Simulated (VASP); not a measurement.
Write the native input for VASP 6.6.1 that does the following.

- Task: single point
- Functional: LDA
- Potentials or basis: VASP PAW LDA potentials, release 64 (C)
- Cutoff: 520 eV
- k mesh: 12 × 12 × 2
- Occupations: gaussian, width 0.05 eV
- Spin: no spin polarisation
- Dipole correction: no
- Further INCAR settings: ALGO = Normal; EDIFF = 1e-07; NBANDS = 36

The structure of C lies in POSCAR:

```
C
1.0
    2.6084000000      0.0000000000      0.0000000000
   -1.3042000000      2.2589406632      0.0000000000
    0.0000000000      0.0000000000     11.6772000000
C
12
Direct
    0.0000000000      0.0000000000      0.1868599868
    0.0000000000      0.0000000000      0.6868599868
    0.0000000000      0.0000000000      0.3131400132
    0.0000000000      0.0000000000      0.8131400132
    0.3333333333      0.6666666667      0.5207718743
    0.6666666667      0.3333333333      0.0207718743
    0.3333333333      0.6666666667      0.9792281257
    0.6666666667      0.3333333333      0.4792281257
    0.3333333333      0.6666666667      0.6450609412
    0.6666666667      0.3333333333      0.1450609412
    0.3333333333      0.6666666667      0.8549390588
    0.6666666667      0.3333333333      0.3549390588
```

One way to write it, as run:

INCAR

```
SYSTEM = C
ALGO = Normal ; EDIFF = 1E-7
ENCUT = 520 ; ISIF = 2
ISMEAR = 0 ; LASPH = .TRUE.
LCHARG = .FALSE. ; LREAL = .FALSE.
LWAVE = .FALSE. ; NBANDS = 36
NELM = 60 ; PREC = Accurate
SIGMA = 0.05
```

KPOINTS

```
k-points
0
G
  12 12 2
  0 0 0
```

Potentials or basis: VASP PAW LDA potentials, release 64 (C).

Command:

```sh
$ cat potpaw_LDA.64/C/POTCAR > POTCAR
$ mpirun -np 1 vasp_std > vasp.out
```

Results of the run:

```json
{
  "Pressure": "-10.1 GPa",
  "Largest force": "0.871 eV/Å",
  "Band gap on the k mesh": "3.18 eV, indirect (least direct gap 4.16 eV)"
}
```

It took 46 s on 1 thread of Intel(R) Xeon(R) 6975P-C (Granite Rapids), on a shared host, peak memory 0.18 GiB.
